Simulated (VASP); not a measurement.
Input of a VASP 6.6.1 run:

Contents of INCAR:

```
ALGO     = Fast           # electronic algorithm
DIPOL    = 0.5 0.5 0.352
EDIFF    = 1E-6           # SCF threshold, eV
EDIFFG   = -0.025         # ionic threshold
ENCUT    = 520            # plane-wave cutoff, eV
GGA      = PE             # functional
IBRION   = 2              # ionic algorithm
IDIPOL   = 3            
ISIF     = 2              # what is computed and relaxed
ISMEAR   = 0              # smearing method
LASPH    = True           # aspherical terms in the spheres
LCHARG   = False          # write CHGCAR
LDIPOL   = True         
LREAL    = False          # projectors in reciprocal space
LWAVE    = False          # write WAVECAR
NELM     = 80             # most SCF steps
NSW      = 36             # ionic steps
PREC     = Accurate       # precision mode
SIGMA    = 0.1            # smearing width, eV
```

File KPOINTS:

```
k-points
0
Gamma
  8 8 1
```

POSCAR

```
Ta4C
1.0
    3.3189671336      0.0000000000      0.0000000000
    0.0000000000      3.3189671336      0.0000000000
    0.0000000000      0.0000000000     20.2996557667
Ta C
4 1
Selective dynamics
Direct
    0.5000000000      0.5000000000      0.1970476764  F F F
    0.0000000000      0.0000000000      0.2787970216  F F F
    0.5000000000      0.5000000000      0.3599139024  F F F
    0.0000000000      0.0000000000      0.4334879304  F F F
    0.2500000000      0.5000000000      0.4886612798  F F T
```

Potentials or basis: VASP PAW PBE potentials, release 64 (Ta_pv, C).

The run is started by

```bash
$ cat potpaw_PBE.64/Ta_pv/POTCAR potpaw_PBE.64/C/POTCAR > POTCAR
$ mpirun -np 1 vasp_std > vasp.out
```

Q: What does it give for the band gap on the k mesh?

A: Zero (bands 24 and 25 overlap by 0.45 eV).

Q: Estimate the energy gained by relaxing.

A: 182.8 meV/atom.

Step by step:
```
step  energy change (eV)  largest force on free atoms (eV/Å)  pressure (GPa)
   1              0.0000                              3.1410           -2.67
   2             -0.4255                              2.4719           -1.73
   3             -0.8497                              1.1798            2.54
   4             -0.9081                              0.3380            0.92
   5             -0.9141                              0.0231            1.26
```

Caveat: spin-orbit coupling is left out, which moves the levels of the heavy elements.
